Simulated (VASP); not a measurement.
# Y (Fd-3m) in VASP: further runs

Y is run at these levels: PBEsol; tasks: single point, relaxation of cell and atoms.

Everything below comes from runs of VASP 6.6.1. Logs are shortened: lines on timing, memory, paths and dates and some standing lists are left out, and cuts for length are marked.

### 1 The cell of the first run

It takes space group Fd-3m (No. 227, cubic). The conventional cell has a = 6.107 Å, b = 6.107 Å, c = 6.107 Å, α = 90.00°, β = 90.00°, γ = 90.00°. Within 3.5 Å of Y (site symmetry -43m) lie 4 Y at 2.64 Å.

This isn't the form of Y at room conditions, which is hcp.

### 2 Single point, PBEsol

INCAR reads:

```
PREC     = Accurate       # precision mode
ENCUT    = 500            # plane-wave cutoff, eV
EDIFF    = 1E-6           # SCF threshold, eV
ISMEAR   = -1             # smearing method
SIGMA    = 0.1            # smearing width, eV
LREAL    = False          # projectors in reciprocal space
LASPH    = True           # aspherical terms in the spheres
NELM     = 120            # most SCF steps
ALGO     = Normal         # electronic algorithm
ISIF     = 2              # what is computed and relaxed
LWAVE    = False          # write WAVECAR
LCHARG   = True           # write CHGCAR
GGA      = PS             # functional
LELF     = True           # ELF
LVHAR    = True         
NBANDS   = 18             # bands
GGA_COMPAT= False
```

KPOINTS reads:

```
regular mesh
0
Gamma
  6 6 6
```

POSCAR reads:

```
Y
1.0
    0.0000000000      3.0533792143      3.0533792143
    3.0533792143      0.0000000000      3.0533792143
    3.0533792143      3.0533792143      0.0000000000
Y
2
Direct
    1.0000000000      1.0000000000      1.0000000000
    0.2500000000      0.2500000000      0.2500000000
```

Potentials or basis: VASP PAW PBE potentials, release 64 (Y_sv).

Started as:

```
cat potpaw_PBE.64/Y_sv/POTCAR > POTCAR
mpirun -np 1 vasp_std > vasp.out
```

OUTCAR:

```text
PREC = Accurate
   ENCUT = 500
   EDIFF = 1E-6
   ISMEAR = -1
   LREAL = False
   LASPH = True
   NELM = 120
   ISIF = 2
   GGA = PS

 ion  position               nearest neighbor table
   1  0.000  0.000  0.000-   2 2.64   2 2.64   2 2.64   2 2.64
   2  0.250  0.250  0.250-   1 2.64   1 2.64   1 2.64   1 2.64

  LATTYP: Found a face centered cubic cell.
 ALAT       =     6.1067584286

  Lattice vectors:

 A1 = (   0.0000000000,   3.0533792143,   3.0533792143)
 A2 = (   3.0533792143,   0.0000000000,   3.0533792143)
 A3 = (   3.0533792143,   3.0533792143,   0.0000000000)

Analysis of symmetry for initial positions (statically):
=====================================================================
 Subroutine PRICEL returns:
 Original cell was already a primitive cell.

 Routine SETGRP: Setting up the symmetry group for a
 face centered cubic supercell.

 Subroutine GETGRP returns: Found 48 space group operations
 (whereof 24 operations were pure point group operations)
 out of a pool of 48 trial point group operations.

The static configuration has the point symmetry T_d .
 The point group associated with its full space group is O_h .

Analysis of symmetry for dynamics (positions and initial velocities):
=====================================================================
 Subroutine PRICEL returns:
 Original cell was already a primitive cell.

 Routine SETGRP: Setting up the symmetry group for a
 face centered cubic supercell.

 Subroutine GETGRP returns: Found 48 space group operations
 (whereof 24 operations were pure point group operations)
 out of a pool of 48 trial point group operations.

The dynamic configuration has the point symmetry T_d .
 The point group associated with its full space group is O_h .

 Subroutine INISYM returns: Found 48 space group operations
 (whereof 24 operations are pure point group operations),
 and found     1 'primitive' translations

----------------------------------------------------------------------------------------

                                     Primitive cell

  volume of cell :      56.9341

  direct lattice vectors                    reciprocal lattice vectors
     0.000000000  3.053379214  3.053379214    -0.163752998  0.163752998  0.163752998
     3.053379214  0.000000000  3.053379214     0.163752998 -0.163752998  0.163752998
     3.053379214  3.053379214  0.000000000     0.163752998  0.163752998 -0.163752998

  length of vectors
     4.318130296  4.318130296  4.318130296     0.283628512  0.283628512  0.283628512

  position of ions in fractional coordinates (direct lattice)
     0.000000000  0.000000000  0.000000000
     0.250000000  0.250000000  0.250000000

  ion indices of the primitive-cell ions
   primitive index   ion index
                 1           1
                 2           2

----------------------------------------------------------------------------------------

 KPOINTS: regular mesh

Automatic generation of k-mesh.
 Grid dimensions read from file:
 generate k-points for:    6    6    6

 Generating k-lattice:

  Cartesian coordinates                     Fractional coordinates (reciprocal lattice)
    -0.027292166  0.027292166  0.027292166     0.166666667  0.000000000  0.000000000
     0.027292166 -0.027292166  0.027292166     0.000000000  0.166666667  0.000000000
     0.027292166  0.027292166 -0.027292166     0.000000000  0.000000000  0.166666667

  Length of vectors
     0.047271419  0.047271419  0.047271419

  Shift w.r.t. Gamma in fractional coordinates (k-lattice)
     0.000000000  0.000000000  0.000000000

 Subroutine IBZKPT returns following result:
 ===========================================

 Found     16 irreducible k-points:

 Following reciprocal coordinates:
            Coordinates               Weight
  0.000000  0.000000  0.000000      1.000000
  0.166667  0.000000  0.000000      8.000000
  0.333333  0.000000  0.000000      8.000000
  0.500000  0.000000  0.000000      4.000000
  0.166667  0.166667  0.000000      6.000000
  0.333333  0.166667  0.000000     24.000000
[... 8 lines left out ...]
 -0.333333  0.333333  0.166667     24.000000
 -0.333333  0.500000  0.166667     12.000000
   k-points           NKPTS =     16   k-points in BZ     NKDIM =     16   number of bands    NBANDS=     18
   number of dos      NEDOS =    301   number of ions     NIONS =      2
   total plane-waves  NPLWV =  32768
   dimension x,y,z NGX =    32 NGY =   32 NGZ =   32
   dimension x,y,z NGXF=    64 NGYF=   64 NGZF=   64
   ions per type =               2
   NGX,Y,Z   is equivalent  to a cutoff of  12.32, 12.32, 12.32 a.u.
   NGXF,Y,Z  is equivalent  to a cutoff of  24.64, 24.64, 24.64 a.u.
 SYSTEM =  unknown system
   PREC   = accura    normal or accurate (medium, high low for compatibility)
   ISTART =      0    job   : 0-new  1-cont  2-samecut
   ICHARG =      2    charge: 1-file 2-atom 10-const
   ISPIN  =      1    spin polarized calculation?
   LNONCOLLINEAR =      F non collinear calculations
   LSORBIT =      F    spin-orbit coupling
   LASPH  =      T    aspherical Exc in radial PAW
   ENCUT  =  500.0 eV  36.75 Ry    6.06 a.u.   7.87  7.87  7.87*2*pi/ulx,y,z
   NELM   =    120;   NELMIN=  2; NELMDL= -5     # of ELM steps
   EDIFF  = 0.1E-05   stopping-criterion for ELM
   LREAL  =      F    real-space projection
   EDIFFG = 0.1E-04   stopping-criterion for IOM
   NSW    =      0    number of steps for IOM
   IBRION =     -1    ionic relax: 0-MD 1-quasi-New 2-CG
   NFREE  =      0    steps in history (QN), initial steepest desc. (CG)
   ISIF   =      2    stress and relaxation
   ISYM   =      2    0-nonsym 1-usesym 2-fastsym
   POTIM  = 0.5000    time-step for ionic-motion
   TEBEG  =    0.0;   TEEND  =   0.0 temperature during run
   PSTRESS=    0.0 pullay stress
   NELECT =      22.0000    total number of electrons
   NUPDOWN=      -1.0000    fix difference up-down
   EMIN   =  10.00;   EMAX   =-10.00  energy-range for DOS
   EFERMI =   0.00;   METHOD = LEGACY
   ISMEAR =    -1;   SIGMA  =   0.10  broadening in eV -4-tet -1-fermi 0-gaus
   EFERMI_NEDOS =   21; number of points for ismear=-14 and -15
   IALGO  =     38    algorithm
   IMIX   =      4    mixing-type and parameters
     AMIX     =   0.40;   BMIX     =  1.00
     AMIX_MAG =   1.60;   BMIX_MAG =  1.00
  volume/ion in A,a.u.               =      28.47       192.11
  Fermi-wavevector in a.u.,A,eV,Ry     =   1.192408  2.253325 19.345274  1.421837
  Thomas-Fermi vector in A             =   2.328447
   LORBIT       =      0    0 simple, 1 ext, 2 COOP (PROOUT), +10 PAW based schemes
   GGA     = PS    functional components
   LHFCALC =     F    Hartree Fock is set to
   AEXX    =    0.0000 exact exchange contribution
   IVDW    =     0    specifies the selected vdW correction
   LEPSILON=     F    determine dielectric tensor
   LRPA    =     F    only Hartree local field effects (RPA)
 non-spin polarized calculation
  energy-cutoff  :      500.00
  volume of cell :       56.93
 maximum number of plane-waves:      1464
   NGX = 15   NGY = 15   NGZ = 15

 number of electron      22.0000001 magnetization

 Free energy of the ion-electron system (eV)
  ---------------------------------------------------
  ext. energy  EPLUGINS =         0.00000000
  ---------------------------------------------------
  free energy    TOTEN  =        -9.38799449 eV

  energy without entropy =       -9.29141395  energy(sigma->0) =       -9.33970422

 E-fermi :   3.3346     XC(G=0):  -9.9105

 val. band max:        3.2961466038   @ k =   0.5000   0.3333   0.1667
 cond. band min:       3.3618885002   @ k =   0.5000   0.3333   0.1667
 fundamental gap:      0.0657418964
 Fermi energy:         3.3345744926

 k-point     1 :       0.0000    0.0000    0.0000
  band No.  band energies     occupation
      1     -39.8735      2.00000
      2     -38.7299      2.00000
      3     -20.3161      2.00000
      4     -20.3161      2.00000
      5     -20.3161      2.00000
      6     -18.7061      2.00000
[... 10 lines left out ...]
     17       6.4050      0.00000
     18      10.8273      0.00000

 k-point     2 :       0.1667    0.0000    0.0000
  band No.  band energies     occupation
      1     -39.8203      2.00000
      2     -38.7901      2.00000
      3     -20.3744      2.00000
      4     -20.3744      2.00000
      5     -20.3257      2.00000
      6     -18.6894      2.00000
[... 10 lines left out ...]
     17       6.3139      0.00000
     18      10.6417      0.00000

 k-point     3 :       0.3333    0.0000    0.0000
  band No.  band energies     occupation
      1     -39.6897      2.00000
      2     -38.9349      2.00000
      3     -20.4787      2.00000
      4     -20.4787      2.00000
      5     -20.3539      2.00000
      6     -18.6425      2.00000
[... 10 lines left out ...]
     17       7.0028      0.00000
     18      10.0774      0.00000

 k-point     4 :       0.5000    0.0000    0.0000
  band No.  band energies     occupation
      1     -39.6007      2.00000
      2     -39.0310      2.00000
      3     -20.5261      2.00000
      4     -20.5261      2.00000
      5     -20.3720      2.00000
      6     -18.6128      2.00000
[... 10 lines left out ...]
     17       7.8869      0.00000
     18       9.0649      0.00000

 k-point     5 :       0.1667    0.1667    0.0000
  band No.  band energies     occupation
      1     -39.8012      2.00000
      2     -38.8116      2.00000
      3     -20.4432      2.00000
      4     -20.4432      2.00000
      5     -20.2052      2.00000
      6     -18.8243      2.00000
[... 10 lines left out ...]
     17       6.3464      0.00000
     18       9.8404      0.00000

 k-point     6 :       0.3333    0.1667    0.0000
  band No.  band energies     occupation
      1     -39.6898      2.00000
      2     -38.9348      2.00000
      3     -20.5725      2.00000
      4     -20.5463      2.00000
      5     -20.1221      2.00000
      6     -18.8942      2.00000
[... 10 lines left out ...]
     17       6.9009      0.00000
     18       9.0234      0.00000

 k-point     7 :       0.5000    0.1667    0.0000
  band No.  band energies     occupation
      1     -39.5638      2.00000
      2     -39.0703      2.00000
      3     -20.6873      2.00000
      4     -20.5842      2.00000
      5     -20.0907      2.00000
      6     -18.8953      2.00000
[... 10 lines left out ...]
     17       7.4598      0.00000
     18       9.1921      0.00000

 k-point     8 :      -0.3333    0.1667    0.0000
  band No.  band energies     occupation
      1     -39.6009      2.00000
      2     -39.0308      2.00000
      3     -20.6875      2.00000
      4     -20.5267      2.00000
      5     -20.1323      2.00000
      6     -18.8489      2.00000
[... 10 lines left out ...]
     17       7.4183      0.00000
     18       8.2414      0.00000
[... 61 lines left out ...]
     17       7.2770      0.00000
     18       8.6887      0.00000

 k-point    12 :      -0.3333    0.3333    0.0000
  band No.  band energies     occupation
      1     -39.4618      2.00000
      2     -39.1770      2.00000
      3     -20.7953      2.00000
      4     -20.6332      2.00000
      5     -19.8410      2.00000
      6     -19.1409      2.00000
[... 10 lines left out ...]
     17       6.7466      0.00000
     18       8.0915      0.00000

 k-point    13 :       0.5000    0.5000    0.0000
  band No.  band energies     occupation
      1     -39.3205      2.00000
      2     -39.3205      2.00000
      3     -20.7398      2.00000
      4     -20.7398      2.00000
      5     -19.5215      2.00000
      6     -19.5215      2.00000
[... 10 lines left out ...]
     17       8.6214      0.00000
     18       8.6214      0.00000

 k-point    14 :       0.5000    0.3333    0.1667
  band No.  band energies     occupation
      1     -39.5639      2.00000
      2     -39.0701      2.00000
      3     -20.7193      2.00000
      4     -20.6144      2.00000
      5     -19.9405      2.00000
      6     -19.0576      2.00000
[... 10 lines left out ...]
     17       7.1581      0.00000
     18       7.8432      0.00000

 k-point    15 :      -0.3333    0.3333    0.1667
  band No.  band energies     occupation
      1     -39.4618      2.00000
      2     -39.1770      2.00000
      3     -20.7748      2.00000
      4     -20.6621      2.00000
      5     -19.8211      2.00000
      6     -19.1591      2.00000
[... 10 lines left out ...]
     17       7.1857      0.00000
     18       8.6795      0.00000

 k-point    16 :      -0.3333    0.5000    0.1667
  band No.  band energies     occupation
      1     -39.3205      2.00000
      2     -39.3205      2.00000
      3     -20.7514      2.00000
      4     -20.7514      2.00000
      5     -19.4984      2.00000
      6     -19.4984      2.00000
[... 10 lines left out ...]
     17       8.7196      0.00000
     18       8.7196      0.00000

------------------------ aborting loop because EDIFF is reached ----------------------------------------

  FORCE on cell =-STRESS in cart. coord.  units (eV):
  Direction    XX          YY          ZZ          XY          YZ          ZX
  --------------------------------------------------------------------------------------
  -------------------------------------------------------------------------------------
  Total        1.8230178      1.8230178      1.8230178      0.0000000      0.0000000      0.0000000
  in kB       51.3014059     51.3014059     51.3014059      0.0000000      0.0000000      0.0000000
  external PRESSURE =      51.3014059 kB  Pullay stress =       0.0000000 kB

 VOLUME and BASIS-vectors are now :
 -----------------------------------------------------------------------------
  energy-cutoff  :      500.00
  volume of cell :       56.93
      direct lattice vectors                 reciprocal lattice vectors
     0.000000000  3.053379214  3.053379214    -0.163752998  0.163752998  0.163752998
     3.053379214  0.000000000  3.053379214     0.163752998 -0.163752998  0.163752998
     3.053379214  3.053379214  0.000000000     0.163752998  0.163752998 -0.163752998

 POSITION                                       TOTAL-FORCE (eV/Angst)
 -----------------------------------------------------------------------------------
      0.00000      0.00000      0.00000        -0.000000     -0.000000     -0.000000
      1.52669      1.52669      1.52669         0.000000      0.000000      0.000000
 -----------------------------------------------------------------------------------
    total drift:                               -0.000000      0.000000      0.000000

  FREE ENERGIE OF THE ION-ELECTRON SYSTEM (eV)
  ---------------------------------------------------
  free  energy   TOTEN  =        -9.3879944910 eV

  energy  without entropy=       -9.2914139457  energy(sigma->0) =       -9.33970422
```

Run time: 16 s. Hardware: 1 thread of Intel Xeon Platinum 8259CL at 2.50GHz (Skylake/Cascade Lake), shared host; peak memory 0.19 GiB.

What came out:

| Property | Result |
| --- | --- |
| Free energy | -9.3880 eV |
| Pressure | 5.1 GPa |
| Band gap on the k mesh | zero (bands 11 and 12 overlap by 1.23 eV) |

Levels at points of the mesh, in eV from the Fermi level:
```csv
k point,band 8,band 9,band 10,band 11,band 12,band 13,band 14,band 15
"(0.00, 0.00, 0.00)",-22.04,-4.06,-0.70,-0.70,0.76,0.76,0.76,3.07
"(0.50, 0.00, 0.00)",-21.79,-1.29,-1.20,-0.61,-0.61,0.44,0.44,1.82
"(0.50, 0.50, 0.00)",-21.52,-2.02,-2.02,0.50,0.50,1.50,1.50,2.35
```

Caveat: the cell stands under pressure; the PAW data sets were made with another functional, which shifts forces and pressure a little.

(Continued in part 2 of 2.)
